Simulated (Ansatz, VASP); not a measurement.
## Al3Co2Ni: VASP beside Ansatz

```
CELL_PARAMETERS angstrom
2.87487 0.00000 0.00000
0.00000 2.87487 0.00000
0.00000 0.00000 8.56840
ATOMIC_POSITIONS crystal
Al 0.50000 0.50000 0.83020
Al 0.50000 0.50000 0.50000
Al 0.50000 0.50000 0.16981
Ni 0.00000 0.00000 0.00000
Co 0.00000 0.00000 0.66720
Co 0.00000 0.00000 0.33280
```

Alike in both runs: functional PBE; k mesh 14 × 14 × 6; occupations gaussian, width 0.1 eV; collinear spin.

Ansatz relaxed the structure, and its values are those at the end. VASP's run is a single point on that final structure, the one shown.

```csv
,VASP,Ansatz
version,VASP 6.6.1,Ansatz 0.2.0
potentials or method,"VASP PAW PBE potentials, release 64 (Al, Ni, Co), cutoff 520 eV","scalar-relativistic, plane waves, PAW"
valence electrons in the cell,37,61
```

|  | VASP | Ansatz | Ansatz less VASP |
| --- | --- | --- | --- |
| gap on the k mesh at the Fermi level (eV) | none | none | - |
| pressure (GPa) | -0.1 | 0.0 | +0.06 |
| net moment per atom (μB) | 0.11 | 0.11 | +0.001 |

A gap of «none» marks a metal or a gap that the smearing closes. VASP's potentials hold 37 valence electrons a cell and Ansatz's 61, so a difference there can come from the potentials and not from the codes.
